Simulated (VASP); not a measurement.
Set up this calculation in VASP 6.6.1, as the native input.

| Item | Value |
| --- | --- |
| Task | single point |
| Functional | r2SCAN |
| Potentials or basis | VASP PAW PBE potentials, release 64 (P, Al, Bi_d) |
| Cutoff | 520 eV |
| k mesh | 6 × 6 × 4 |
| Occupations | fermi-dirac, width 0.02 eV |
| Spin | no spin polarisation |
| Dipole correction | no |
| Further INCAR settings | ALGO = Normal; EDIFF = 1e-06; NBANDS = 21 |

The system is Al2BiP.

```
P Al Bi
1.0
     3.93905    0.00000    0.00000
     0.00000    3.93905    0.00000
     0.00000    0.00000    5.93376
P Al Bi
1 2 1
Cartesian
  0.0000 0.0000 0.0000
  0.0000 1.9695 4.6573
  1.9695 0.0000 1.2765
  1.9695 1.9695 2.9669
```

This cell differs from its parent crystal: biaxial xy strain -5.4%.

One way to write it, as run:

POSCAR

```
Al2BiP
1.0
    3.9390485037      0.0000000000      0.0000000000
    0.0000000000      3.9390485037      0.0000000000
    0.0000000000      0.0000000000      5.9337632087
P Al Bi
1 2 1
Direct
    0.0000000000      0.0000000000      0.0000000000
    0.0000000000      0.5000000000      0.7848742653
    0.5000000000      0.0000000000      0.2151257347
    0.5000000000      0.5000000000      0.5000000000
```

INCAR.step1

```
PREC = Accurate ; ENCUT = 520
ISMEAR = -1 ; SIGMA = 0.02
LREAL = F ; LASPH = T
NELM = 100 ; NBANDS = 21
GGA = PE ; ALGO = Normal
EDIFF = 1E-4 ; LWAVE = T
LCHARG = F
```

INCAR.step2

```
PREC = Accurate ; ENCUT = 520
EDIFF = 1E-6 ; ISMEAR = -1
SIGMA = 0.02 ; LREAL = F
LASPH = T ; NELM = 100
ALGO = Normal ; ISIF = 2
LWAVE = F ; LCHARG = F
METAGGA = R2SCAN ; LMIXTAU = T
NBANDS = 21 ; ISTART = 1
```

KPOINTS

```
Automatic mesh
0
Gamma
  6 6 4
```

Potentials or basis: VASP PAW PBE potentials, release 64 (P, Al, Bi_d).

Run with:

```sh
$ cat potpaw_PBE.64/P/POTCAR potpaw_PBE.64/Al/POTCAR potpaw_PBE.64/Bi_d/POTCAR > POTCAR
$ cp INCAR.step1 INCAR
$ mpirun -np 1 vasp_std > vasp.out
$ cp INCAR.step2 INCAR
$ mpirun -np 1 vasp_std > vasp.out
```

It gave:

```
Pressure               : 8.5 GPa
Band gap on the k mesh : zero (bands 13 and 14 overlap by 0.24 eV)
```

Caveat: the cell differs from its parent crystal (biaxial xy strain -5.4%); the cell stands under pressure; the PAW data sets were made with another functional, which shifts forces and pressure a little; spin-orbit coupling is left out, which moves the levels of the heavy elements.

Run time: 75 s on 1 thread of Intel(R) Xeon(R) 6975P-C (Granite Rapids) (shared host), peak memory 0.23 GiB.
